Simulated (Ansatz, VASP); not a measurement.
**SiC: VASP beside Ansatz**

File INCAR:

```
SYSTEM = SiC
PREC     = Accurate       ! precision mode
ENCUT    = 600            ! plane-wave cutoff, eV
EDIFF    = 1E-6           ! SCF threshold, eV
ISMEAR   = 0              ! smearing method
SIGMA    = 0.01           ! smearing width, eV
LREAL    = .FALSE.        ! projectors in reciprocal space
LASPH    = .TRUE.         ! aspherical terms in the spheres
NELM     = 120            ! most SCF steps
ALGO     = Normal         ! electronic algorithm
ISIF     = 2              ! what is computed and relaxed
LWAVE    = .FALSE.        ! write WAVECAR
LCHARG   = .FALSE.        ! write CHGCAR
GGA      = PE             ! functional
NBANDS   = 11             ! bands
GGA_COMPAT= .FALSE.
```

The input KPOINTS:

```
regular mesh
0
G
  9 9 9
  0 0 0
```

The input POSCAR:

```
SiC
1.0
    0.0264439039      2.1834680565      2.1834680565
    2.1834680565      0.0264439039      2.1834680565
    2.1834680565      2.1834680565      0.0264439039
Si C
1 1
Direct
    0.0006169995      0.0006169995      0.0006169995
    0.2493830005      0.2493830005      0.2493830005
```

Input for Ansatz:

```yaml
crystal:
  lattice:
    - [0.0264439039, 2.1834680565, 2.1834680565]
    - [2.1834680565, 0.0264439039, 2.1834680565]
    - [2.1834680565, 2.1834680565, 0.0264439039]
  atoms:
    - { symbol: Si, position: [0.0006169995, 0.0006169995, 0.0006169995] }
    - { symbol: C, position: [0.2493830005, 0.2493830005, 0.2493830005] }
basis:
  ecutwfc: 420
kpoints:
  mp_grid: { grid: [9, 9, 9] }
  band_path:
    path:
      - [0.0, 0.0, 0.0]
      - [0.0, 0.0, 0.0]
      - [0.0, 0.0, 0.0]
      - [0.0, 0.0, 0.0]
      - [0.0, 0.0, 0.0]
      - [0.0, 0.0, 0.0]
      - [0.0, 0.0, 0.0]
      - [0.0, 0.0, 0.0]
      - [0.0, 0.0, 0.0]
      - [0.0, 0.0, 0.0]
      - [0.0, 0.0, 0.0]
      - [0.0, 0.0, 0.0]
      - [0.0, 0.0, 0.0]
      - [0.0, 0.0, 0.0]
      - [0.0, 0.0, 0.0]
      - [0.0, 0.0, 0.0]
      - [0.0, 0.0, 0.0]
      - [0.0, 0.0, 0.0]
      - [0.0, 0.0, 0.0]
      - [0.0, 0.0, 0.0]
      - [0.0, 0.0, 0.0]
      - [0.0, 0.0, 0.0]
      - [0.0, 0.0, 0.0]
      - [0.0, 0.0, 0.0]
      - [0.0, 0.0, 0.0]
      - [0.0, 0.0, 0.0]
      - [0.3, 0.3, 0.0]
      - [0.3166666667, 0.3166666667, 0.0]
      - [0.3333333333, 0.3333333333, 0.0]
      - [0.35, 0.35, 0.0]
      - [0.3666666667, 0.3666666667, 0.0]
      - [0.3833333333, 0.3833333333, 0.0]
      - [0.4, 0.4, 0.0]
      - [0.4166666667, 0.4166666667, 0.0]
      - [0.4333333333, 0.4333333333, 0.0]
      - [0.45, 0.45, 0.0]
      - [0.4666666667, 0.4666666667, 0.0]
      - [0.4833333333, 0.4833333333, 0.0]
      - [0.5, 0.5, 0.0]
      - [0.0, 0.3, 0.3]
      - [0.0, 0.3166666667, 0.3166666667]
      - [0.0, 0.3333333333, 0.3333333333]
      - [0.0, 0.35, 0.35]
      - [0.0, 0.3666666667, 0.3666666667]
      - [0.0, 0.3833333333, 0.3833333333]
      - [0.0, 0.4, 0.4]
      - [0.0, 0.4166666667, 0.4166666667]
      - [0.0, 0.4333333333, 0.4333333333]
      - [0.0, 0.45, 0.45]
      - [0.0, 0.4666666667, 0.4666666667]
      - [0.0, 0.4833333333, 0.4833333333]
      - [0.0, 0.5, 0.5]
      - [0.5, 0.5, 0.5]
      - [0.5, 0.5, 0.5]
      - [0.5, 0.5, 0.5]
      - [0.5, 0.5, 0.5]
      - [0.5, 0.5, 0.5]
      - [0.5, 0.5, 0.5]
      - [0.5, 0.5, 0.5]
      - [0.5, 0.5, 0.5]
      - [0.5, 0.5, 0.5]
      - [0.5, 0.5, 0.5]
      - [0.5, 0.5, 0.5]
      - [0.5, 0.5, 0.5]
      - [0.5, 0.5, 0.5]
      - [0.0, 0.0, 0.5]
      - [0.0, 0.0, 0.5]
      - [0.0, 0.0, 0.5]
      - [0.0, 0.0, 0.5]
      - [0.0, 0.0, 0.5]
      - [0.0, 0.0, 0.5]
      - [0.0, 0.0, 0.5]
      - [0.0, 0.0, 0.5]
      - [0.0, 0.0, 0.5]
      - [0.0, 0.0, 0.5]
      - [0.0, 0.0, 0.5]
      - [0.0, 0.0, 0.5]
      - [0.0, 0.0, 0.5]
    npoints: 1
hamiltonian:
  xc: pbe
  pseudopotentials: { kind: paw }
scf:
  occupations: { method: fixed }
  n_extra_bands: 5
output:
  eigenvalues: true
```

Alike in both runs: task single point; functional PBE; k mesh 9 × 9 × 9; no spin polarisation.

|  | VASP | Ansatz |
| --- | --- | --- |
| version | VASP 6.6.1 | Ansatz 0.2.0 |
| potentials or method | VASP PAW PBE potentials, release 64 (Si, C), cutoff 600 eV | scalar-relativistic, plane waves, PAW |
| occupations | gaussian, width 0.01 eV | fixed |
| valence electrons in the cell | 8 | 8 |

```csv
,VASP,Ansatz,Ansatz less VASP
gap on the k mesh at the Fermi level (eV),1.42,1.42,+0.003
least direct gap on the mesh (eV),4.52,4.52,+0.004
```
